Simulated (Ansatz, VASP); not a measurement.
# B2Ru3 in VASP and in Ansatz

```
CELL_PARAMETERS angstrom
5.10032 0.00000 0.00000
0.00000 5.10032 0.00000
0.00000 0.00000 5.10032
ATOMIC_POSITIONS crystal
B 0.25000 0.25000 0.25000
B 0.25000 0.75000 0.75000
B 0.75000 0.75000 0.25000
B 0.75000 0.25000 0.75000
Ru 0.00000 0.50000 0.50000
Ru 0.00000 0.50000 0.00000
Ru 0.50000 0.00000 0.50000
Ru 0.00000 0.00000 0.50000
Ru 0.50000 0.00000 0.00000
Ru 0.50000 0.50000 0.00000
```

Change from the starting cell: species swapped into the Mg3As2 type (Pn-3m, No. 224).

Alike in both runs: functional PBE; k mesh 8 × 8 × 8; occupations gaussian, width 0.1 eV; no spin polarisation.

Ansatz relaxed the structure, and its values are those at the end. VASP's run is a single point on that final structure, the one shown.

```csv
,VASP,Ansatz
version,VASP 6.6.1,Ansatz 0.2.0
potentials or method,"VASP PAW PBE potentials, release 64 (B, Ru_pv), cutoff 520 eV","scalar-relativistic, plane waves, PAW"
valence electrons in the cell,96,108
```

```csv
,VASP,Ansatz,Ansatz less VASP
gap on the k mesh at the Fermi level (eV),none,none,-
pressure (GPa),0.0,0.0,-0.05
```

A gap of «none» marks a metal or a gap that the smearing closes. VASP's potentials hold 96 valence electrons a cell and Ansatz's 108, so a difference there can come from the potentials and not from the codes.
